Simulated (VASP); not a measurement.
**Ir: single point with PBE**

Crystal: Ir.

```
CELL_PARAMETERS angstrom
2.74781 0.00000 0.00000
-1.37391 2.37967 0.00000
0.00000 0.00000 4.60140
ATOMIC_POSITIONS crystal
Ir 0.66667 0.33333 0.75000
Ir 0.33333 0.66667 0.25000
```

```
Program             : VASP 6.6.1
Task                : single point
Functional          : PBE
Potentials or basis : VASP PAW PBE potentials, release 64 (Ir)
Cutoff              : 520 eV
k mesh              : 18 × 18 × 10
Occupations         : gaussian, width 0.15 eV
Spin                : no spin polarisation
```

```json
{"Pressure": "-9.6 GPa", "Band gap on the k mesh": "zero (band 9 reaches 10.49 eV, above the bottom of band 10 at 7.31 eV)"}
```

Stress tensor (GPa, compression positive):
```
 -6.29   0.00   0.00
  0.00  -6.29   0.00
  0.00   0.00 -16.21
```

Levels at points of the mesh, in eV from the Fermi level:
```
           k point  band 7  band 8  band 9  band 10  band 11  band 12
(0.00, 0.00, 0.00)   -2.93   -1.88   -1.88    -0.90     0.30     0.30
(0.50, 0.00, 0.00)   -2.86    0.77    0.86     1.18     2.84     4.28
(0.00, 0.00, 0.50)   -3.50   -3.50   -0.39    -0.39    -0.39    -0.39
(0.50, 0.00, 0.50)   -0.79   -0.79    1.05     1.05     1.95     1.95
```

It took 44 s on 1 thread of AMD EPYC 9R45 96-Core Processor (Zen 5), on a shared host, peak memory 0.18 GiB.

Caveat: spin-orbit coupling is left out, which moves the levels of the heavy elements.
